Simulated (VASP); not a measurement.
Here is a VASP 6.6.1 calculation.

Contents of INCAR:

```
SYSTEM = TiC
ALGO     = Normal         ! electronic algorithm
EDIFF    = 1E-7           ! SCF threshold, eV
ENCUT    = 520            ! plane-wave cutoff, eV
GGA      = PE             ! functional
ISIF     = 2              ! what is computed and relaxed
ISMEAR   = 0              ! smearing method
LASPH    = .TRUE.         ! aspherical terms in the spheres
LCHARG   = .FALSE.        ! write CHGCAR
LREAL    = .FALSE.        ! projectors in reciprocal space
LWAVE    = .FALSE.        ! write WAVECAR
NBANDS   = 15             ! bands
NELM     = 60             ! most SCF steps
PREC     = Accurate       ! precision mode
SIGMA    = 0.15           ! smearing width, eV
```

Contents of KPOINTS:

```
k-points
0
G
  24 24 24
  0 0 0
```

File POSCAR:

```
TiC
1.0
    0.0000000000      2.1664615241      2.1664615241
    2.1664615241      0.0000000000      2.1664615241
    2.1664615241      2.1664615241      0.0000000000
Ti C
1 1
Direct
    0.0000000000      0.0000000000      0.0000000000
    0.5721222132      0.5721222132      0.4278777868
```

Potentials or basis: VASP PAW PBE potentials, release 64 (Ti_sv, C).

Command:

```bash
$ cat potpaw_PBE.64/Ti_sv/POTCAR potpaw_PBE.64/C/POTCAR > POTCAR
$ mpirun -np 1 vasp_std > vasp.out
```

**Question.** Predict the largest force.

**Answer.** 3.689 eV/Å.

**Question.** What does it give for the pressure?

**Answer.** 12.7 GPa.

**Question.** Estimate the band gap on the k mesh.

**Answer.** Zero (band 8 reaches 9.54 eV, above the bottom of band 9 at 8.70 eV).

Stress tensor (GPa, compression positive):
```
 1.35  0.00  0.00
 0.00  1.35  0.00
 0.00  0.00 35.37
```

Caveat: the cell differs from its parent crystal (all C atoms moved +0.312 Å, as atom 2 along Cartesian [0 0 1]); forces of over 1 eV/Å act on the atoms, so gaps and moduli don't describe the material at rest.
